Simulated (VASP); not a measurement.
# TlB: single point with r2SCAN

The system is TlB.

```
Tl B
1.0
    -2.13749    2.13749    2.34287
     2.13749   -2.13749    2.34287
     2.13749    2.13749   -2.34287
Tl B
1 1
Cartesian
  0.0000 0.0000 2.3429
  0.0000 0.0000 0.0000
```

| Item | Value |
| --- | --- |
| Program | VASP 6.6.1 |
| Task | single point |
| Functional | r2SCAN |
| Potentials or basis | VASP PAW PBE potentials, release 64 (Tl_d, B) |
| Cutoff | 550 eV |
| k mesh | 7 × 7 × 7 |
| Occupations | fermi-dirac, width 0.05 eV |
| Spin | no spin polarisation |

```json
{
 "Pressure": "-5.6 GPa",
 "Band gap on the k mesh": "zero (bands 8 and 9 overlap by 3.92 eV)"
}
```

Stress tensor (GPa, compression positive):
```
-5.98  0.00  0.00
 0.00 -5.98  0.00
 0.00  0.00 -4.91
```

Levels at points of the mesh, in eV from the Fermi level:
```
           k point  band 5  band 6  band 7  band 8  band 9  band 10  band 11  band 12
(0.00, 0.00, 0.00)  -11.75  -10.52   -0.47    1.68    1.68     2.38     7.53     7.53
```

Run time: 77 s on 1 thread of Intel(R) Xeon(R) Platinum 8259CL CPU @ 2.50GHz (Skylake/Cascade Lake) (shared host), peak memory 0.18 GiB.

Caveat: the cell stands under tension; the PAW data sets were made with another functional, which shifts forces and pressure a little; spin-orbit coupling is left out, which moves the levels of the heavy elements.
